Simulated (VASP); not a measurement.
BN, 2 atoms in the cell. It takes space group R3m (No. 160, trigonal). Conventional cell: a = 2.502 Å, b = 2.502 Å, c = 10.119 Å, α = 90.00°, β = 90.00°, γ = 120.00°. Within 1.9 Å of N (site symmetry 3m) lie 3 B at 1.44 Å. Within 1.9 Å of B (site symmetry 3m) lie 3 N at 1.44 Å. 

| Property | Result |
| --- | --- |
| Program | VASP 6.6.1 |
| Task | single point |
| Functional | PBEsol |
| Potentials or basis | VASP PAW PBE potentials, release 64 (N, B) |
| Cutoff | 520 eV |
| k mesh | 12 × 12 × 12 |
| Occupations | fermi-dirac, width 0.01 eV |
| Spin | no spin polarisation |
| Dipole correction | no |
| Further INCAR settings | ALGO = Normal; EDIFF = 1e-07; NBANDS = 11 |

Potentials or basis: VASP PAW PBE potentials, release 64 (N, B).

Launch:

```console
$ cat potpaw_PBE.64/N/POTCAR potpaw_PBE.64/B/POTCAR > POTCAR
$ mpirun -np 1 vasp_std > vasp.out
```

Hardware: 1 thread of Intel Xeon 6975P-C (shared host).

Question: Estimate the wall time of this run.

Answer: It took 53 s on 1 thread of Intel Xeon 6975P-C (shared host), peak memory 0.17 GiB. Counts: scf iterations 13, k points 189.
